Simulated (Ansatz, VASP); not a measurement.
**Two plane-wave programs on Re**

Contents of POSCAR:

```
Re
1.0
    2.7748870729      0.0000000000      0.0000000000
   -1.3874435364      2.4031226978      0.0000000000
    0.0000000000      0.0000000000      4.4841279623
Re
2
Direct
    0.3333333333      0.6666666667      0.2500000000
    0.6666666667      0.3333333333      0.7500000000
```

INCAR.step1

```
ALGO = Normal
EDIFF = 1E-4
ENCUT = 520
GGA = PE
ISMEAR = 0
LASPH = T
LCHARG = F
LREAL = F
LWAVE = T
NBANDS = 14
NELM = 80
PREC = Accurate
SIGMA = 0.1
```

Contents of INCAR.step2:

```
ALGO = Normal
EDIFF = 1E-6
ENCUT = 520
ISIF = 2
ISMEAR = 0
ISTART = 1
LASPH = T
LCHARG = F
LMIXTAU = T
LREAL = F
LWAVE = F
METAGGA = R2SCAN
NBANDS = 14
NELM = 80
PREC = Accurate
SIGMA = 0.1
```

KPOINTS

```
k-points
0
Gamma
  18 18 10
```

Input for Ansatz:

```yaml
crystal:
  lattice:
    - [2.7748870729, 0.0, 0.0]
    - [-1.3874435364, 2.4031226978, 0.0]
    - [0.0, 0.0, 4.4841279623]
  atoms:
    - { symbol: Re, position: [0.3333333333, 0.6666666667, 0.25] }
    - { symbol: Re, position: [0.6666666667, 0.3333333333, 0.75] }
basis:
  ecutwfc: 500
kpoints:
  mp_grid: { grid: [18, 18, 10] }
  band_path:
    path:
      - [[0.0, 0.0, 0.0], [0.5, 0.0, 0.0], [0.33333333, 0.33333333, 0.0], [0.0, 0.0, 0.0], [0.0, 0.0, 0.5], [0.5, 0.0, 0.5], [0.33333333, 0.33333333, 0.5], [0.0, 0.0, 0.5]]
      - [[0.5, 0.0, 0.5], [0.5, 0.0, 0.0]]
      - [[0.33333333, 0.33333333, 0.5], [0.33333333, 0.33333333, 0.0]]
    npoints: 14
hamiltonian:
  xc: r2scan
scf:
  occupations: { method: gaussian, width: 0.1 }
  n_extra_bands: 6
output:
  forces: true
  stress: true
  eigenvalues: true
  populations: true
  dos: { projected: true, de: 0.02, nscf_kmesh: { grid: [27, 27, 15] } }
  bader: true
  write_density: true
  write_potential: true
  elf: true
  volumetric_format: npy
```

Alike in both runs: task single point; functional r2SCAN; k mesh 18 × 18 × 10; occupations gaussian, width 0.1 eV; no spin polarisation.

```csv
,VASP,Ansatz
version,VASP 6.6.1,Ansatz 0.2.0
potentials or method,"VASP PAW PBE potentials, release 64 (Re), cutoff 520 eV","scalar-relativistic, plane waves, PAW"
valence electrons in the cell,14,30
```

Ansatz gave:

* gap on the k mesh at the Fermi level (eV): none
* pressure (GPa): -6.4
* traceless stress, the component that is largest in VASP (GPa): 0.35

Q: Estimate VASP's values.

A: gap on the k mesh at the Fermi level (eV): none; pressure (GPa): -6.5; traceless stress, the component that is largest in VASP (GPa): 0.29.

VASP's potentials were made for PBE, not for r2SCAN. A gap of «none» marks a metal or a gap that the smearing closes. With one functional, cell and mesh, what is left measures potentials, basis and numerics. VASP's potentials hold 14 valence electrons a cell and Ansatz's 30, so a difference there can come from the potentials and not from the codes.

Neither program's run includes spin-orbit coupling.
